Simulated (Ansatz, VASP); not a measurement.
**One calculation of Ti, two programs**

Contents of INCAR:

```
PREC = Accurate
ENCUT = 520
EDIFF = 1E-6
ISMEAR = 0
SIGMA = 0.15
LREAL = F
LASPH = T
NELM = 80
ALGO = Fast
ISIF = 2
LWAVE = F
LCHARG = T
GGA = CA
LELF = T
LVHAR = T
NBANDS = 12
```

KPOINTS

```
regular mesh
0
Gamma
  22 22 22
```

The input POSCAR:

```
Ti
1.0
    0.0000000000      2.1339166294      1.8285531598
    2.1339166294      0.0000000000      1.8285531598
    2.1339166294      2.1339166294      0.0000000000
Ti
1
Direct
    0.0000000000      0.0000000000      0.0000000000
```

Input for Ansatz:

```yaml
crystal:
  lattice:
    - [0.0, 2.1339166294, 1.8285531598]
    - [2.1339166294, 0.0, 1.8285531598]
    - [2.1339166294, 2.1339166294, 0.0]
  atoms:
    - { symbol: Ti, position: [0.0, 0.0, 0.0] }
basis:
  ecutwfc: 520.0
kpoints:
  mp_grid: { grid: [22, 22, 22] }
hamiltonian:
  xc: lda
  pseudopotentials: { kind: paw, azcp: { folder: soft_1 } }
scf:
  occupations: { method: gaussian, width: 0.15 }
output:
  forces: true
  stress: true
  eigenvalues: true
```

Alike in both runs: task single point; functional LDA; k mesh 22 × 22 × 22; occupations gaussian, width 0.15 eV; no spin polarisation.

```csv
,VASP,Ansatz
version,VASP 6.6.1,Ansatz 0.2.0
potentials or method,"VASP PAW LDA potentials, release 64 (Ti_sv), cutoff 520 eV","scalar-relativistic, plane waves, PAW"
valence electrons in the cell,12,12
```

Ansatz gave:

```
gap on the k mesh at the Fermi level (eV)                     : none
pressure (GPa)                                                : -4.6
traceless stress, the component that is largest in VASP (GPa) : 1.92
```

Q: Estimate VASP's values.

A: gap on the k mesh at the Fermi level (eV): none; pressure (GPa): -4.7; traceless stress, the component that is largest in VASP (GPa): 1.92.

Ansatz warns that its potentials were made for another functional, while VASP's fit it. LDA's correlation is that of Perdew and Zunger in VASP and of Perdew and Wang (1992) in Ansatz. A gap of «none» marks a metal or a gap that the smearing closes.
